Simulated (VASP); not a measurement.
Input of a VASP 6.6.1 run:

Contents of INCAR:

```
SYSTEM = CsH2
ALGO = Normal
EDIFF = 1E-6
EDIFFG = -0.01
ENCUT = 600
GGA = PE
IBRION = 2
ISIF = 3
ISMEAR = 0
LASPH = .True.
LCHARG = .False.
LREAL = .False.
LWAVE = .False.
NELM = 60
NSW = 100
PREC = Accurate
SIGMA = 0.1
```

Contents of KPOINTS:

```
k-points
0
Gamma
  12 12 12
  0 0 0
```

POSCAR

```
CsH2
1.0
    3.8654360095      0.0000000000      0.0000000000
   -1.9327180047      3.3475657809      0.0000000000
    0.0000000000      0.0000000000      4.1736435318
Cs H
1 2
Direct
    0.0000000000      0.0000000000      0.0000000000
    0.3333333333      0.6666666667      0.5000000000
    0.6666666667      0.3333333333      0.5000000000
```

Potentials or basis: VASP PAW PBE potentials, release 64 (Cs_sv, H).

Run with:

```sh
$ cat potpaw_PBE.64/Cs_sv/POTCAR potpaw_PBE.64/H/POTCAR > POTCAR
$ mpirun -np 1 vasp_std > vasp.out
```

Question: What does it give for the relaxed cell?

Answer: a = 4.028 Å, b = 4.028 Å, c = 4.154 Å, α = 90.00°, β = 90.00°, γ = 120.00°.

Question: Estimate the relaxed volume.

Answer: 19.45 Å³/atom.

Question: What does it give for the space group after relaxing (to 0.1 Å)?

Answer: P6/mmm (No. 191).

Question: Predict the band gap on the k mesh.

Answer: Zero (an odd number of electrons rules out a gap without spin polarisation).

Step by step:
```
step  energy change (eV)  largest force (eV/Å)  pressure (GPa)  volume (Å³)
   1              0.0000                0.0000            1.17        54.01
   2             -0.0076                0.0000            0.82        55.04
   3             -0.0172                0.0000            0.09        57.57
   4             -0.0179                0.0000           -0.14        58.45
   5             -0.0193                0.0000           -0.09        58.42
   6             -0.0201                0.0000            0.03        58.36
```

Caveat: spin-orbit coupling is left out, which moves the levels of the heavy elements; an odd number of electrons without spin polarisation forces a metal; a magnetic or distorted state may lie lower.
